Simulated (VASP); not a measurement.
# BeTe (F-43m) in VASP: further runs, part 2 of 2

VASP 6.6.1. The steps go on from the part before.

## (3) Relaxation of cell and atoms, PBE, target pressure 10 GPa, at which the enthalpy is minimised

INCAR

```
PREC     = Accurate       # precision mode
ENCUT    = 600            # plane-wave cutoff, eV
EDIFF    = 1E-7           # SCF threshold, eV
ISMEAR   = 0              # smearing method
SIGMA    = 0.01           # smearing width, eV
LREAL    = False          # projectors in reciprocal space
LASPH    = True           # aspherical terms in the spheres
NELM     = 120            # most SCF steps
ALGO     = Normal         # electronic algorithm
ISIF     = 3              # what is computed and relaxed
LWAVE    = False          # write WAVECAR
LCHARG   = False          # write CHGCAR
GGA      = PE             # functional
IBRION   = 2              # ionic algorithm
NSW      = 50             # ionic steps
EDIFFG   = -0.02          # ionic threshold
PSTRESS  = 100.0        
GGA_COMPAT= False        
NELMIN   = 4
```

KPOINTS

```
Automatic mesh
0
Gamma
  6 6 6
```

POSCAR

```
BeTe
1.0
    0.0000000000      2.7700000000      2.7700000000
    2.7700000000      0.0000000000      2.7700000000
    2.7700000000      2.7700000000      0.0000000000
Be Te
1 1
Direct
    0.0000000000      0.0000000000      0.0000000000
    0.2500000000      0.2500000000      0.2500000000
```

Potentials or basis: VASP PAW PBE potentials, release 64 (Be, Te).

Launch:

```bash
> cat potpaw_PBE.64/Be/POTCAR potpaw_PBE.64/Te/POTCAR > POTCAR
> mpirun -np 1 vasp_std > vasp.out
```

OUTCAR:

```text
PREC = Accurate
   ENCUT = 600
   EDIFF = 1E-7
   ISMEAR = 0
   LREAL = False
   LASPH = True
   NELM = 120
   ISIF = 3
   GGA = PE
   IBRION = 2
   NSW = 50
   EDIFFG = -0.02
   PSTRESS = 100.0
   NELMIN = 4

 ion  position               nearest neighbor table
   1  0.000  0.000  0.000-   2 2.40   2 2.40   2 2.40   2 2.40
   2  0.250  0.250  0.250-   1 2.40   1 2.40   1 2.40   1 2.40

  LATTYP: Found a face centered cubic cell.
 ALAT       =     5.5400000000

  Lattice vectors:

 A1 = (   0.0000000000,   2.7700000000,   2.7700000000)
 A2 = (   2.7700000000,   0.0000000000,   2.7700000000)
 A3 = (   2.7700000000,   2.7700000000,   0.0000000000)

Analysis of symmetry for initial positions (statically):
=====================================================================
 Subroutine PRICEL returns:
 Original cell was already a primitive cell.

 Routine SETGRP: Setting up the symmetry group for a
 face centered cubic supercell.

 Subroutine GETGRP returns: Found 24 space group operations
 (whereof 24 operations were pure point group operations)
 out of a pool of 48 trial point group operations.

The static configuration has the point symmetry T_d .

Analysis of symmetry for dynamics (positions and initial velocities):
=====================================================================
 Subroutine PRICEL returns:
 Original cell was already a primitive cell.

 Routine SETGRP: Setting up the symmetry group for a
 face centered cubic supercell.

 Subroutine GETGRP returns: Found 24 space group operations
 (whereof 24 operations were pure point group operations)
 out of a pool of 48 trial point group operations.

The dynamic configuration has the point symmetry T_d .

 Subroutine INISYM returns: Found 24 space group operations
 (whereof 24 operations are pure point group operations),
 and found     1 'primitive' translations

----------------------------------------------------------------------------------------

[... 91 lines left out ...]
   POTIM  = 0.5000    time-step for ionic-motion
   TEBEG  =    0.0;   TEEND  =   0.0 temperature during run
   PSTRESS=  100.0 pullay stress
   NELECT =       8.0000    total number of electrons
   NUPDOWN=      -1.0000    fix difference up-down
   EMIN   =  10.00;   EMAX   =-10.00  energy-range for DOS
   EFERMI =   0.00;   METHOD = LEGACY
   ISMEAR =     0;   SIGMA  =   0.01  broadening in eV -4-tet -1-fermi 0-gaus
   EFERMI_NEDOS =   21; number of points for ismear=-14 and -15
   IALGO  =     38    algorithm
   IMIX   =      4    mixing-type and parameters
     AMIX     =   0.40;   BMIX     =  1.00
     AMIX_MAG =   1.60;   BMIX_MAG =  1.00
  volume/ion in A,a.u.               =      21.25       143.43
  Fermi-wavevector in a.u.,A,eV,Ry     =   0.938170  1.772885 11.975354  0.880164
  Thomas-Fermi vector in A             =   2.065355
   LORBIT       =      0    0 simple, 1 ext, 2 COOP (PROOUT), +10 PAW based schemes
   GGA     = PE    functional components
   LHFCALC =     F    Hartree Fock is set to
   AEXX    =    0.0000 exact exchange contribution
   IVDW    =     0    specifies the selected vdW correction
   LEPSILON=     F    determine dielectric tensor
   LRPA    =     F    only Hartree local field effects (RPA)
 conjugate gradient relaxation of ions
 non-spin polarized calculation
 Gauss-broadening in eV      SIGMA  =   0.01
  energy-cutoff  :      600.00
  volume of cell :       42.51
 maximum number of plane-waves:      1435
   NGX = 15   NGY = 15   NGZ = 15

--------------------------------------- Ionic step        1  -------------------------------------------

 number of electron       8.0000000 magnetization

 Free energy of the ion-electron system (eV)
  ---------------------------------------------------
  ext. energy  EPLUGINS =         0.00000000
  ---------------------------------------------------
  free energy    TOTEN  =        -7.57843651 eV

  energy without entropy =       -7.57843651  energy(sigma->0) =       -7.57843651

------------------------ aborting loop because EDIFF is reached ----------------------------------------

  FORCE on cell =-STRESS in cart. coord.  units (eV):
  Direction    XX          YY          ZZ          XY          YZ          ZX
  --------------------------------------------------------------------------------------
  -------------------------------------------------------------------------------------
  Total        1.1943046      1.1943046      1.1943046      0.0000000     -0.0000000     -0.0000000
  in kB       45.0149091     45.0149091     45.0149091      0.0000000     -0.0000000     -0.0000000
  external PRESSURE =     -54.9850909 kB  Pullay stress =     100.0000000 kB
[... 63 lines left out ...]
--------------------------------------- Ionic step        3  -------------------------------------------

 number of electron       8.0000000 magnetization

 Free energy of the ion-electron system (eV)
  ---------------------------------------------------
  ext. energy  EPLUGINS =         0.00000000
  ---------------------------------------------------
  free energy    TOTEN  =        -7.45850964 eV

  energy without entropy =       -7.45850964  energy(sigma->0) =       -7.45850964

 E-fermi :   6.5374     XC(G=0):  -9.5258

 val. band max:        6.4708315940   @ k =   0.0000   0.0000   0.0000
 cond. band min:       8.1337060631   @ k =   0.5000   0.5000   0.0000
 fundamental gap:      1.6628744690
 Fermi energy:         6.5373942526

 k-point     1 :       0.0000    0.0000    0.0000
  band No.  band energies     occupation
      1      -6.6501      2.00000
      2       6.4708      2.00000
      3       6.4708      2.00000
      4       6.4708      2.00000
      5       9.9601      0.00000
      6       9.9601      0.00000
      7       9.9601      0.00000
      8      11.1781      0.00000
[... 196 lines left out ...]
  energy  without entropy=       -7.4585096425  energy(sigma->0) =       -7.45850964

  enthalpy is  TOTEN    =        -4.9742316264 eV   P V=        2.4842780161

 reached required accuracy - stopping structural energy minimisation
```

It took 40 s on 1 thread of Intel Xeon 8259CL, shared host; peak memory 0.18 GiB.

Results:

| Item | Value |
| --- | --- |
| Free energy | -7.4585 eV |
| Relaxed volume | 19.90 Å³/atom |
| Relaxed cell | a = 3.832 Å, b = 3.832 Å, c = 3.832 Å, α = 60.00°, β = 60.00°, γ = 60.00° |
| Space group after relaxing (to 0.05 Å) | F-43m (No. 216) |
| Energy change on relaxing (the enthalpy is what falls) | +60.0 meV/atom |
| Ionic steps | 3 |
| Pressure after relaxing | 10.0 GPa |
| Band gap on the k mesh | 1.66 eV, indirect (least direct gap 3.49 eV) |

Step by step:
```tsv
step	energy change (eV)	largest force (eV/Å)	pressure (GPa)	volume (Å³)
1	0.0000	0.0000	4.50	42.51
2	0.2419	0.0000	14.20	38.18
3	0.1199	0.0000	9.99	39.80
```

Final structure:
```xyz
2
Lattice="0.0000 2.7099 2.7099 2.7099 0.0000 2.7099 2.7099 2.7099 0.0000" Properties=species:S:1:pos:R:3 pbc="T T T"
Be    0.0000    0.0000    0.0000
Te    1.3550    1.3550    1.3550
```

Caveat: the cell is relaxed towards a set pressure, so the enthalpy falls and the energy may rise; spin-orbit coupling is left out, which moves the levels of the heavy elements. A hybrid or GW would open this gap; PBE tends to underestimate it.

## (4) Relaxation of cell and atoms, PBE, target pressure 20 GPa, at which the enthalpy is minimised

INCAR

```
SYSTEM = BeTe
PREC = Accurate
ENCUT = 600
EDIFF = 1E-7
ISMEAR = 0
SIGMA = 0.01
LREAL = .FALSE.
LASPH = .TRUE.
NELM = 120
ALGO = Normal
ISIF = 3
LWAVE = .FALSE.
LCHARG = .FALSE.
GGA = PE
IBRION = 2
NSW = 50
EDIFFG = -0.02
PSTRESS = 200.0
GGA_COMPAT = .FALSE.
NELMIN = 4
```

KPOINTS

```
regular mesh
0
G
  6 6 6
  0 0 0
```

POSCAR is that of step 3.

Launch:

```bash
> cat potpaw_PBE.64/Be/POTCAR potpaw_PBE.64/Te/POTCAR > POTCAR
> mpirun -np 1 vasp_std > vasp.out
```

It took 51 s on 1 thread of Intel Xeon 8259CL, shared host; peak memory 0.18 GiB.

It converged, with:

| Item | Value |
| --- | --- |
| Free energy | -7.1443 eV |
| Relaxed volume | 18.18 Å³/atom |
| Relaxed cell | a = 3.719 Å, b = 3.719 Å, c = 3.719 Å, α = 60.00°, β = 60.00°, γ = 60.00° |
| Space group after relaxing (to 0.05 Å) | F-43m (No. 216) |
| Energy change on relaxing (the enthalpy is what falls) | +217.1 meV/atom |
| Ionic steps | 4 |
| Pressure after relaxing | 19.9 GPa |
| Band gap on the k mesh | 1.38 eV, indirect (least direct gap 3.36 eV) |

The path:
```tsv
step	energy change (eV)	largest force (eV/Å)	pressure (GPa)	volume (Å³)
1	0.0000	0.0000	4.50	42.51
2	1.4753	0.0000	46.00	31.07
3	0.4167	0.0000	19.44	36.50
4	0.4341	0.0000	19.93	36.36
```

Final structure:
```
Be Te
1.0
     0.00000    2.62946    2.62946
     2.62946    0.00000    2.62946
     2.62946    2.62946    0.00000
Be Te
1 1
Direct
  0.00000 0.00000 0.00000
  0.25000 0.25000 0.25000
```

Levels at points of the mesh, in eV from the valence-band top:
| k point | band 1 | band 2 | band 3 | band 4 | band 5 | band 6 | band 7 | band 8 |
| --- | --- | --- | --- | --- | --- | --- | --- | --- |
| (0.00, 0.00, 0.00) | -13.86 | 0.00 | 0.00 | 0.00 | 3.36 | 3.36 | 3.36 | 5.46 |
| (0.50, 0.00, 0.00) | -11.93 | -7.02 | -1.53 | -1.53 | 3.66 | 4.42 | 4.42 | 7.60 |
| (0.50, 0.50, 0.00) | -11.21 | -6.35 | -3.52 | -3.52 | 1.38 | 2.29 | 11.04 | 11.04 |

Caveat: the cell is relaxed towards a set pressure, so the enthalpy falls and the energy may rise; spin-orbit coupling is left out, which moves the levels of the heavy elements. As with any semilocal functional, this PBE gap is likely too small.

## (5) Overview

| cell | gap on the mesh (eV) | pressure (GPa) |
| --- | --- | --- |
| relaxed to 5 GPa | 1.83 | 5.0 |
| relaxed to 10 GPa | 1.66 | 10.0 |
| relaxed to 20 GPa | 1.38 | 19.9 |

Alike in all rows: task relaxation of cell and atoms; level PBE; potentials or basis VASP PAW PBE potentials, release 64 (Be, Te); no spin polarisation; k mesh 6 × 6 × 6; cutoff (eV) 600; smearing gaussian 0.01 eV.

Caveats: the cell is relaxed towards a set pressure, so the enthalpy falls and the energy may rise; spin-orbit coupling is left out, which moves the levels of the heavy elements.

Absolute energies hang on the potentials; compare differences alone.
